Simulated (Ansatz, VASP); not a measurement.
## TlCl in VASP and in Ansatz

File INCAR:

```
PREC = Accurate
ENCUT = 500
EDIFF = 1E-6
ISMEAR = 0
SIGMA = 0.02
LREAL = False
LASPH = True
NELM = 120
ALGO = Normal
ISIF = 2
LWAVE = False
LCHARG = False
GGA = PS
NBANDS = 17
GGA_COMPAT = False
```

KPOINTS

```
regular mesh
0
Gamma
  8 8 8
```

POSCAR

```
TlCl
1.0
    3.7693044260      0.0000000000      0.0000000000
    0.0000000000      3.7693044260      0.0000000000
    0.0000000000      0.0000000000      3.7693044260
Tl Cl
1 1
Direct
    0.0000000000      0.0000000000      0.0000000000
    0.5000000000      0.5000000000      0.5000000000
```

Input for Ansatz:

```yaml
crystal:
  lattice:
    - [3.769304426, 0.0, 0.0]
    - [0.0, 3.769304426, 0.0]
    - [0.0, 0.0, 3.769304426]
  atoms:
    - { symbol: Tl, position: [0.0, 0.0, 0.0] }
    - { symbol: Cl, position: [0.5, 0.5, 0.5] }
basis:
  ecutwfc: 420
kpoints:
  mp_grid: { grid: [8, 8, 8] }
  band_path: { path: [VBM, CBM], npoints: 2 }
hamiltonian:
  xc: pbesol
scf:
  occupations: { method: gaussian, width: 0.02 }
output:
  forces: true
  stress: true
  eigenvalues: true
```

Alike in both runs: task single point; functional PBEsol; k mesh 8 × 8 × 8; occupations gaussian, width 0.02 eV; no spin polarisation.

```csv
,VASP,Ansatz
version,VASP 6.6.1,Ansatz 0.2.0
potentials or method,"VASP PAW PBE potentials, release 64 (Tl_d, Cl), cutoff 500 eV","scalar-relativistic, plane waves, PAW"
valence electrons in the cell,20,20
```

Ansatz gave:

| Property | Result |
| --- | --- |
| gap on the k mesh at the Fermi level (eV) | 1.80 |
| least direct gap on the mesh (eV) | 1.80 |
| pressure (GPa) | 0.0 |

**Question.** Which values does VASP return?

**Answer.** gap on the k mesh at the Fermi level (eV): 1.80; least direct gap on the mesh (eV): 1.80; pressure (GPa): -0.1.

VASP's potentials were made for PBE, not for PBEsol.

Spin-orbit coupling is off throughout.
